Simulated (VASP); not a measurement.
# BeAl3 (I4/mmm) in VASP: a series of runs

Runs on BeAl3. Level: PBE. Tasks: single point.

Program: VASP 6.6.1. These are calculated values, not measurements. Logs are shortened: lines on timing, memory, paths and dates and some standing lists are left out, and cuts for length are marked.

## Step 1: The cell of the first run

Symmetry: I4/mmm, No. 139, tetragonal system. The conventional cell has a = 3.884 Å, b = 3.884 Å, c = 7.396 Å, α = 90.00°, β = 90.00°, γ = 90.00°. Al (site symmetry 4/mmm) has 8 Al at 2.68 Å and 4 Be at 2.75 Å within 3.5 Å. Within 3.5 Å of Al (site symmetry -4m2) lie 8 Al at 2.68 to 2.75 Å and 4 Be at 2.68 Å. Within 3.5 Å of Be (site symmetry 4/mmm) lie 12 Al at 2.68 to 2.75 Å.

## Step 2: Single point, PBE

Input file INCAR:

```
PREC     = Accurate       # precision mode
ENCUT    = 520            # plane-wave cutoff, eV
EDIFF    = 1E-6           # SCF threshold, eV
ISMEAR   = -1             # smearing method
SIGMA    = 0.05           # smearing width, eV
LREAL    = False          # projectors in reciprocal space
LASPH    = True           # aspherical terms in the spheres
NELM     = 60             # most SCF steps
ALGO     = Normal         # electronic algorithm
ISIF     = 2              # what is computed and relaxed
LWAVE    = False          # write WAVECAR
LCHARG   = False          # write CHGCAR
GGA      = PE             # functional
NBANDS   = 14             # bands
```

Input file KPOINTS:

```
Automatic mesh
0
Gamma
  8 8 8
```

Input file POSCAR:

```
BeAl3
1.0
   -1.9421910000      1.9421910000      3.6978172800
    1.9421910000     -1.9421910000      3.6978172800
    1.9421910000      1.9421910000     -3.6978172800
Al Be
3 1
Direct
    0.5000000000      0.5000000000      0.0000000000
    0.2500000000      0.7500000000      0.5000000000
    0.7500000000      0.2500000000      0.5000000000
    0.0000000000      0.0000000000      0.0000000000
```

Potentials or basis: VASP PAW PBE potentials, release 64 (Al, Be).

Run with:

```console
cat potpaw_PBE.64/Al/POTCAR potpaw_PBE.64/Be/POTCAR > POTCAR
mpirun -np 1 vasp_std > vasp.out
```

OUTCAR:

```text
PREC = Accurate
   ENCUT = 520
   EDIFF = 1E-6
   ISMEAR = -1
   LREAL = False
   LASPH = True
   NELM = 60
   ISIF = 2
   GGA = PE

 ion  position               nearest neighbor table
   1  0.500  0.500  0.000-   2 2.68   3 2.68   2 2.68   3 2.68   2 2.68   3 2.68   2 2.68   3 2.68
                             4 2.75   4 2.75   4 2.75   4 2.75
   2  0.250  0.750  0.500-   4 2.68   1 2.68   4 2.68   1 2.68   1 2.68   4 2.68   1 2.68   4 2.68
                             3 2.75   3 2.75   3 2.75   3 2.75
   3  0.750  0.250  0.500-   1 2.68   4 2.68   1 2.68   4 2.68   1 2.68   4 2.68   1 2.68   4 2.68
                             2 2.75   2 2.75   2 2.75   2 2.75
   4  0.000  0.000  0.000-   3 2.68   2 2.68   3 2.68   2 2.68   2 2.68   3 2.68   2 2.68   3 2.68
                             1 2.75   1 2.75   1 2.75   1 2.75

  LATTYP: Found a body centered tetragonal cell.
 ALAT       =     3.8843820000
 C/A-ratio  =     1.9039411057

  Lattice vectors:

 A1 = (  -1.9421910000,   1.9421910000,   3.6978172800)
 A2 = (   1.9421910000,  -1.9421910000,   3.6978172800)
 A3 = (   1.9421910000,   1.9421910000,  -3.6978172800)

Analysis of symmetry for initial positions (statically):
=====================================================================
 Subroutine PRICEL returns:
 Original cell was already a primitive cell.

 Routine SETGRP: Setting up the symmetry group for a
 body centered tetragonal supercell.

 Subroutine GETGRP returns: Found 16 space group operations
 (whereof 16 operations were pure point group operations)
 out of a pool of 16 trial point group operations.

The static configuration has the point symmetry D_4h.

Analysis of symmetry for dynamics (positions and initial velocities):
=====================================================================
 Subroutine PRICEL returns:
 Original cell was already a primitive cell.

 Routine SETGRP: Setting up the symmetry group for a
 body centered tetragonal supercell.

 Subroutine GETGRP returns: Found 16 space group operations
 (whereof 16 operations were pure point group operations)
 out of a pool of 16 trial point group operations.

The dynamic configuration has the point symmetry D_4h.

 Subroutine INISYM returns: Found 16 space group operations
 (whereof 16 operations are pure point group operations),
 and found     1 'primitive' translations

----------------------------------------------------------------------------------------

                                     Primitive cell

  volume of cell :      55.7942

[... 107 lines left out ...]
   ISMEAR =    -1;   SIGMA  =   0.05  broadening in eV -4-tet -1-fermi 0-gaus
   EFERMI_NEDOS =   21; number of points for ismear=-14 and -15
   IALGO  =     38    algorithm
   IMIX   =      4    mixing-type and parameters
     AMIX     =   0.40;   BMIX     =  1.00
     AMIX_MAG =   1.60;   BMIX_MAG =  1.00
  volume/ion in A,a.u.               =      13.95        94.13
  Fermi-wavevector in a.u.,A,eV,Ry     =   0.952817  1.800562 12.352177  0.907859
  Thomas-Fermi vector in A             =   2.081414
   LORBIT       =      0    0 simple, 1 ext, 2 COOP (PROOUT), +10 PAW based schemes
   GGA     = PE    functional components
   LHFCALC =     F    Hartree Fock is set to
   AEXX    =    0.0000 exact exchange contribution
   IVDW    =     0    specifies the selected vdW correction
   LEPSILON=     F    determine dielectric tensor
   LRPA    =     F    only Hartree local field effects (RPA)
 non-spin polarized calculation
  energy-cutoff  :      520.00
  volume of cell :       55.79
 maximum number of plane-waves:      1541
 NGX is ok and might be reduce to    36
   NGX = 17   NGY = 17   NGZ = 17

 number of electron      11.0000000 magnetization

 Free energy of the ion-electron system (eV)
  ---------------------------------------------------
  ext. energy  EPLUGINS =         0.00000000
  ---------------------------------------------------
  free energy    TOTEN  =       -14.33458564 eV

  energy without entropy =      -14.32293973  energy(sigma->0) =      -14.32876268

 E-fermi :   8.0893     XC(G=0): -10.3666

 val. band max:        8.0808806480   @ k =  -0.2500   0.5000   0.1250
 cond. band min:       8.1098811783   @ k =  -0.1250   0.1250   0.1250
 fundamental gap:      0.0290005304
 Fermi energy:         8.0892804812

 k-point     1 :       0.0000    0.0000    0.0000
  band No.  band energies     occupation
      1      -3.2572      2.00000
      2       5.9295      2.00000
      3       7.5423      1.99996
      4       7.5423      1.99996
      5       7.6838      1.99940
      6       7.6838      1.99940
      7       8.1723      0.31919
      8       8.1919      0.22773
      9       9.0468      0.00000
     10      10.5723      0.00000
     11      11.0796      0.00000
     12      14.0103      0.00000
     13      14.0103      0.00000
     14      14.2842      0.00000
[... 377 lines left out ...]
      1       0.0596      2.00000
      2       0.5716      2.00000
      3       4.6245      2.00000
      4       4.6412      2.00000
      5       5.4587      2.00000
      6       5.9495      2.00000
      7       9.7851      0.00000
      8       9.9676      0.00000
      9      13.7424      0.00000
     10      14.1134      0.00000
     11      15.3171      0.00000
     12      15.9271      0.00000
     13      17.5720      0.00000
     14      18.1211      0.00000

 [... further k-points ...]

------------------------ aborting loop because EDIFF is reached ----------------------------------------

  FORCE on cell =-STRESS in cart. coord.  units (eV):
  Direction    XX          YY          ZZ          XY          YZ          ZX
  --------------------------------------------------------------------------------------
  -------------------------------------------------------------------------------------
  Total        1.1684599      1.1684599      2.7488424      0.0000000     -0.0000000      0.0000000
  in kB       33.5532891     33.5532891     78.9352717      0.0000000     -0.0000000      0.0000000
  external PRESSURE =      48.6806166 kB  Pullay stress =       0.0000000 kB

 VOLUME and BASIS-vectors are now :
 -----------------------------------------------------------------------------
  energy-cutoff  :      520.00
  volume of cell :       55.79
      direct lattice vectors                 reciprocal lattice vectors
    -1.942191000  1.942191000  3.697817280     0.000000000  0.257441209  0.135214902
     1.942191000 -1.942191000  3.697817280     0.257441209  0.000000000  0.135214902
     1.942191000  1.942191000 -3.697817280     0.257441209  0.257441209  0.000000000

 POSITION                                       TOTAL-FORCE (eV/Angst)
 -----------------------------------------------------------------------------------
      0.00000      0.00000      3.69782         0.000000      0.000000     -0.000000
      1.94219      0.00000      1.84891         0.000000      0.000000      0.000000
      0.00000      1.94219      1.84891        -0.000000     -0.000000      0.000000
      0.00000      0.00000      0.00000         0.000000      0.000000     -0.000000
 -----------------------------------------------------------------------------------
    total drift:                               -0.000000     -0.000000     -0.000000

  FREE ENERGIE OF THE ION-ELECTRON SYSTEM (eV)
  ---------------------------------------------------
  free  energy   TOTEN  =       -14.3345856389 eV

  energy  without entropy=      -14.3229397303  energy(sigma->0) =      -14.32876268
```

Run time: 50 s. Hardware: 1 thread of Intel Xeon 8259CL, shared host; peak memory 0.21 GiB.

What came out:

| Property | Result |
| --- | --- |
| Free energy | -14.3346 eV |
| Pressure | 4.9 GPa |
| Band gap on the k mesh | zero (an odd number of electrons rules out a gap without spin polarisation) |

Stress tensor (GPa, compression positive):
```
3.36 0.00 0.00
0.00 3.36 0.00
0.00 0.00 7.89
```

Caveat: the cell stands under pressure.

## Step 3: Single point, PBE

This run uses another cell than the first one, of 14.24 Å³/atom.

Input file INCAR:

```
SYSTEM = BeAl3
PREC = Accurate
ENCUT = 520
EDIFF = 1E-7
ISMEAR = -1
SIGMA = 0.05
LREAL = .FALSE.
LASPH = .TRUE.
NELM = 80
ALGO = Normal
ISIF = 2
LWAVE = .FALSE.
LCHARG = .FALSE.
GGA = PE
NBANDS = 14
```

Input file KPOINTS:

```
Automatic mesh
0
G
  8 8 8
  0 0 0
```

Input file POSCAR:

```
BeAl3
1.0
   -1.9421910000      1.9421910000      3.7748551400
    1.9421910000     -1.9421910000      3.7748551400
    1.9421910000      1.9421910000     -3.7748551400
Al Be
3 1
Direct
    0.5000000000      0.5000000000      0.0000000000
    0.2500000000      0.7500000000      0.5000000000
    0.7500000000      0.2500000000      0.5000000000
    0.0000000000      0.0000000000      0.0000000000
```

Potentials or basis: VASP PAW PBE potentials, release 64 (Al, Be).

Run with:

```console
cat potpaw_PBE.64/Al/POTCAR potpaw_PBE.64/Be/POTCAR > POTCAR
mpirun -np 1 vasp_std > vasp.out
```

OUTCAR:

```text
SYSTEM = BeAl3
   PREC = Accurate
   ENCUT = 520
   EDIFF = 1E-7
   ISMEAR = -1
   LREAL = .FALSE.
   LASPH = .TRUE.
   NELM = 80
   ISIF = 2
   GGA = PE

 ion  position               nearest neighbor table
   1  0.500  0.500  0.000-   2 2.71   3 2.71   2 2.71   3 2.71   2 2.71   3 2.71   2 2.71   3 2.71
                             4 2.75   4 2.75   4 2.75   4 2.75
   2  0.250  0.750  0.500-   4 2.71   1 2.71   1 2.71   4 2.71   1 2.71   4 2.71   4 2.71   1 2.71
                             3 2.75   3 2.75   3 2.75   3 2.75
   3  0.750  0.250  0.500-   1 2.71   4 2.71   1 2.71   4 2.71   1 2.71   4 2.71   1 2.71   4 2.71
                             2 2.75   2 2.75   2 2.75   2 2.75
   4  0.000  0.000  0.000-   3 2.71   2 2.71   2 2.71   3 2.71   2 2.71   3 2.71   3 2.71   2 2.71
                             1 2.75   1 2.75   1 2.75   1 2.75

  LATTYP: Found a body centered tetragonal cell.
 ALAT       =     3.8843820000
 C/A-ratio  =     1.9436065454

  Lattice vectors:

 A1 = (  -1.9421910000,   1.9421910000,   3.7748551400)
 A2 = (   1.9421910000,  -1.9421910000,   3.7748551400)
 A3 = (   1.9421910000,   1.9421910000,  -3.7748551400)

Analysis of symmetry for initial positions (statically):
=====================================================================
 Subroutine PRICEL returns:
 Original cell was already a primitive cell.

 Routine SETGRP: Setting up the symmetry group for a
 body centered tetragonal supercell.

 Subroutine GETGRP returns: Found 16 space group operations
 (whereof 16 operations were pure point group operations)
 out of a pool of 16 trial point group operations.

The static configuration has the point symmetry D_4h.

Analysis of symmetry for dynamics (positions and initial velocities):
=====================================================================
 Subroutine PRICEL returns:
 Original cell was already a primitive cell.

 Routine SETGRP: Setting up the symmetry group for a
 body centered tetragonal supercell.

 Subroutine GETGRP returns: Found 16 space group operations
 (whereof 16 operations were pure point group operations)
 out of a pool of 16 trial point group operations.

The dynamic configuration has the point symmetry D_4h.

 Subroutine INISYM returns: Found 16 space group operations
 (whereof 16 operations are pure point group operations),
 and found     1 'primitive' translations

----------------------------------------------------------------------------------------

                                     Primitive cell

  volume of cell :      56.9566

  direct lattice vectors                    reciprocal lattice vectors
    -1.942191000  1.942191000  3.774855140     0.000000000  0.257441209  0.132455414
     1.942191000 -1.942191000  3.774855140     0.257441209  0.000000000  0.132455414
     1.942191000  1.942191000 -3.774855140     0.257441209  0.257441209  0.000000000

  length of vectors
     4.668376922  4.668376922  4.668376922     0.289517552  0.289517552  0.364076850

  position of ions in fractional coordinates (direct lattice)
     0.500000000  0.500000000  0.000000000
     0.250000000  0.750000000  0.500000000
     0.750000000  0.250000000  0.500000000
     0.000000000  0.000000000  0.000000000

  ion indices of the primitive-cell ions
[... 60 lines left out ...]
   number of dos      NEDOS =    301   number of ions     NIONS =      4
   total plane-waves  NPLWV =  46656
   dimension x,y,z NGX =    36 NGY =   36 NGZ =   36
   dimension x,y,z NGXF=    72 NGYF=   72 NGZF=   72
   ions per type =               3   1
   NGX,Y,Z   is equivalent  to a cutoff of  12.82, 12.82, 12.82 a.u.
   NGXF,Y,Z  is equivalent  to a cutoff of  25.64, 25.64, 25.64 a.u.
 SYSTEM =  BeAl3
   PREC   = accura    normal or accurate (medium, high low for compatibility)
   ISTART =      0    job   : 0-new  1-cont  2-samecut
   ICHARG =      2    charge: 1-file 2-atom 10-const
   ISPIN  =      1    spin polarized calculation?
   LNONCOLLINEAR =      F non collinear calculations
   LSORBIT =      F    spin-orbit coupling
   LASPH  =      T    aspherical Exc in radial PAW
   ENCUT  =  520.0 eV  38.22 Ry    6.18 a.u.   8.68  8.68  8.68*2*pi/ulx,y,z
   NELM   =     80;   NELMIN=  2; NELMDL= -5     # of ELM steps
   EDIFF  = 0.1E-06   stopping-criterion for ELM
   LREAL  =      F    real-space projection
   EDIFFG = 0.1E-05   stopping-criterion for IOM
   NSW    =      0    number of steps for IOM
   IBRION =     -1    ionic relax: 0-MD 1-quasi-New 2-CG
   NFREE  =      0    steps in history (QN), initial steepest desc. (CG)
   ISIF   =      2    stress and relaxation
   ISYM   =      2    0-nonsym 1-usesym 2-fastsym
   POTIM  = 0.5000    time-step for ionic-motion
   TEBEG  =    0.0;   TEEND  =   0.0 temperature during run
   PSTRESS=    0.0 pullay stress
   NELECT =      11.0000    total number of electrons
   NUPDOWN=      -1.0000    fix difference up-down
   EMIN   =  10.00;   EMAX   =-10.00  energy-range for DOS
   EFERMI =   0.00;   METHOD = LEGACY
   ISMEAR =    -1;   SIGMA  =   0.05  broadening in eV -4-tet -1-fermi 0-gaus
   EFERMI_NEDOS =   21; number of points for ismear=-14 and -15
   IALGO  =     38    algorithm
   IMIX   =      4    mixing-type and parameters
     AMIX     =   0.40;   BMIX     =  1.00
     AMIX_MAG =   1.60;   BMIX_MAG =  1.00
  volume/ion in A,a.u.               =      14.24        96.09
  Fermi-wavevector in a.u.,A,eV,Ry     =   0.946290  1.788229 12.183543  0.895465
  Thomas-Fermi vector in A             =   2.074274
   LORBIT       =      0    0 simple, 1 ext, 2 COOP (PROOUT), +10 PAW based schemes
   GGA     = PE    functional components
   LHFCALC =     F    Hartree Fock is set to
   AEXX    =    0.0000 exact exchange contribution
   IVDW    =     0    specifies the selected vdW correction
   LEPSILON=     F    determine dielectric tensor
   LRPA    =     F    only Hartree local field effects (RPA)
 non-spin polarized calculation
  energy-cutoff  :      520.00
  volume of cell :       56.96
 maximum number of plane-waves:      1554
   NGX = 17   NGY = 17   NGZ = 17

 number of electron      11.0000000 magnetization

 Free energy of the ion-electron system (eV)
  ---------------------------------------------------
  ext. energy  EPLUGINS =         0.00000000
  ---------------------------------------------------
  free energy    TOTEN  =       -14.37654705 eV

  energy without entropy =      -14.36391019  energy(sigma->0) =      -14.37022862

 E-fermi :   7.8764     XC(G=0): -10.2927

 val. band max:        7.8610515762   @ k =   0.3750   0.1250   0.0000
 cond. band min:       7.9060460633   @ k =  -0.1250   0.1250   0.0000
 fundamental gap:      0.0449944871
 Fermi energy:         7.8763600239

 k-point     1 :       0.0000    0.0000    0.0000
  band No.  band energies     occupation
      1      -3.3292      2.00000
      2       5.5182      2.00000
      3       7.4035      1.99984
      4       7.4035      1.99984
      5       7.5132      1.99860
      6       7.5132      1.99860
      7       7.6580      1.97497
      8       8.0905      0.02723
      9       8.9535      0.00000
     10      10.2880      0.00000
     11      10.8147      0.00000
     12      13.9583      0.00000
     13      13.9583      0.00000
     14      14.2245      0.00000
[... 377 lines left out ...]
      1      -0.0315      2.00000
      2       0.4733      2.00000
      3       4.4867      2.00000
      4       4.5364      2.00000
      5       5.1879      2.00000
      6       5.7080      2.00000
      7       9.5046      0.00000
      8       9.6825      0.00000
      9      13.5590      0.00000
     10      14.0132      0.00000
     11      14.7473      0.00000
     12      15.2285      0.00000
     13      17.4247      0.00000
     14      17.7057      0.00000

 [... further k-points ...]

------------------------ aborting loop because EDIFF is reached ----------------------------------------

  FORCE on cell =-STRESS in cart. coord.  units (eV):
  Direction    XX          YY          ZZ          XY          YZ          ZX
  --------------------------------------------------------------------------------------
  -------------------------------------------------------------------------------------
  Total        0.7629787      0.7629787      1.3361102      0.0000000     -0.0000000      0.0000000
  in kB       21.4624285     21.4624285     37.5844941      0.0000000     -0.0000000      0.0000000
  external PRESSURE =      26.8364504 kB  Pullay stress =       0.0000000 kB

 VOLUME and BASIS-vectors are now :
 -----------------------------------------------------------------------------
  energy-cutoff  :      520.00
  volume of cell :       56.96
      direct lattice vectors                 reciprocal lattice vectors
    -1.942191000  1.942191000  3.774855140     0.000000000  0.257441209  0.132455414
     1.942191000 -1.942191000  3.774855140     0.257441209  0.000000000  0.132455414
     1.942191000  1.942191000 -3.774855140     0.257441209  0.257441209  0.000000000

 POSITION                                       TOTAL-FORCE (eV/Angst)
 -----------------------------------------------------------------------------------
      0.00000      0.00000      3.77486        -0.000000      0.000000     -0.000000
      1.94219      0.00000      1.88743        -0.000000     -0.000000      0.000000
      0.00000      1.94219      1.88743         0.000000      0.000000     -0.000000
      0.00000      0.00000      0.00000        -0.000000      0.000000     -0.000000
 -----------------------------------------------------------------------------------
    total drift:                               -0.000000     -0.000000     -0.000000

  FREE ENERGIE OF THE ION-ELECTRON SYSTEM (eV)
  ---------------------------------------------------
  free  energy   TOTEN  =       -14.3765470489 eV

  energy  without entropy=      -14.3639101854  energy(sigma->0) =      -14.37022862
```

stdout:

```text
POSCAR found type information on POSCAR AlBe
 POSCAR found :  2 types and       4 ions
 scaLAPACK will be used
 LDA part: xc-table for (Slater+PW92), standard interpolation
 POSCAR, INCAR and KPOINTS ok, starting setup
 FFT: planning ... GRIDC
 FFT: planning ... GRID_SOFT
 FFT: planning ... GRID
 WAVECAR not read
 entering main loop
```

Wall time 68 s (1 thread of Intel Xeon 8259CL, shared host); peak memory 0.21 GiB.

Results:

```yaml
Free_energy: -14.3765 eV
Pressure: 2.7 GPa
Band_gap_on_the_k_mesh: zero (an odd number of electrons rules out a gap without spin polarisation)
```

Levels at points of the mesh, in eV from the Fermi level:
```
           k point  band 3  band 4  band 5  band 6  band 7  band 8  band 9  band 10
(0.00, 0.00, 0.00)   -0.47   -0.47   -0.36   -0.36   -0.22    0.21    1.08     2.41
(0.50, 0.00, 0.00)   -3.47   -3.29   -0.08    0.18    1.65    2.48    4.29     5.45
(0.50, 0.50, 0.00)   -4.65   -4.36   -3.91   -3.14    1.79    2.53    3.95     4.65
(0.50, 0.50, 0.50)   -2.80   -2.80   -0.83   -0.83    5.92    6.47    6.47     6.58
```

(Continued in part 2 of 2.)

The gap in the log of VASP goes by the Fermi energy; the results here count the filled bands.